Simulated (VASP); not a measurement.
# GaGe: single point with PBEsol

Crystal: GaGe.

```
Ga Ge
1.0
     0.00000    2.85148    2.85148
     2.85148    0.00000    2.85148
     2.85148    2.85148    0.00000
Ga Ge
1 1
Direct
  0.00000 0.00000 0.00000
  0.25000 0.25000 0.25000
```

```yaml
Program: VASP 6.6.1
Task: single point
Functional: PBEsol
Potentials_or_basis: VASP PAW PBE potentials, release 64 (Ga_d, Ge_d)
Cutoff: 500 eV
k_mesh: 7 × 7 × 7
Occupations: methfessel-paxton, width 0.05 eV
Spin: no spin polarisation
Dipole_correction: no
Further_INCAR_settings: ALGO = Normal; EDIFF = 1e-06; NBANDS = 20
```

```
Pressure               : -0.1 GPa
Band gap on the k mesh : zero (an odd number of electrons rules out a gap without spin polarisation)
```

Levels at points of the mesh, in eV from the Fermi level:
```
           k point  band 12  band 13  band 14  band 15  band 16  band 17
(0.00, 0.00, 0.00)     1.85     1.85     1.85     2.57     4.51     4.51
```

It took 33 s on 1 thread of Intel Xeon 8259CL (shared host), peak memory 0.17 GiB.

Caveat: the PAW data sets were made with another functional, which shifts forces and pressure a little; an odd number of electrons without spin polarisation forces a metal; a magnetic or distorted state may lie lower.
